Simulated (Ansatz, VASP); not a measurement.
## One calculation of MgO, two programs

INCAR

```
SYSTEM = MgO
  PREC = Accurate
  ENCUT = 750
  EDIFF = 1E-6
  ISMEAR = 0
  SIGMA = 0.05
  LREAL = .False.
  LASPH = .True.
  NELM = 120
  ALGO = Normal
  ISIF = 2
  LWAVE = .False.
  LCHARG = .True.
  LELF = .True.
  LVHAR = .True.
  NBANDS = 15
  GGA_COMPAT = .False.
```

File KPOINTS:

```
regular mesh
0
Gamma
  9 9 8
  0 0 0
```

File POSCAR:

```
MgO
1.0
    2.8939505899      0.0000000000      0.0000000000
   -1.4469752949      2.5062347281      0.0000000000
    0.0000000000      0.0000000000      2.5992896000
Mg O
1 1
Direct
    0.0000000000      0.0000000000      0.0000000000
    0.3333333333      0.6666666667      0.5000000000
```

Input for Ansatz:

```yaml
crystal:
  lattice:
    - [2.8939505899, 0.0, 0.0]
    - [-1.4469752949, 2.5062347281, 0.0]
    - [0.0, 0.0, 2.5992896]
  atoms:
    - { symbol: Mg, position: [0.0, 0.0, 0.0] }
    - { symbol: O, position: [0.3333333333, 0.6666666667, 0.5] }
basis:
  ecutwfc: 420
kpoints:
  mp_grid: { grid: [9, 9, 8] }
hamiltonian:
  xc: lda
scf:
  occupations: { method: gaussian, width: 0.05 }
output:
  forces: true
  stress: true
  eigenvalues: true
```

Change from the starting cell: strain -0.015 along x and y, -0.030 along z, atoms carried along.

Alike in both runs: task single point; functional LDA; k mesh 9 × 9 × 8; occupations gaussian, width 0.05 eV; no spin polarisation.

```csv
,VASP,Ansatz
version,VASP 6.6.1,Ansatz 0.2.0
potentials or method,"VASP PAW LDA potentials, release 64 (Mg_sv, O), cutoff 750 eV","scalar-relativistic, plane waves, PAW"
valence electrons in the cell,16,16
```

VASP gave:

```
gap on the k mesh at the Fermi level (eV)                     : 3.33
least direct gap on the mesh (eV)                             : 3.72
pressure (GPa)                                                : -0.7
traceless stress, the component that is largest in VASP (GPa) : 6.65
```

**Question.** Estimate Ansatz's values.

**Answer.** gap on the k mesh at the Fermi level (eV): 3.31; least direct gap on the mesh (eV): 3.70; pressure (GPa): -0.6; traceless stress, the component that is largest in VASP (GPa): 6.52.

LDA's correlation is that of Perdew and Zunger in VASP and of Perdew and Wang (1992) in Ansatz.
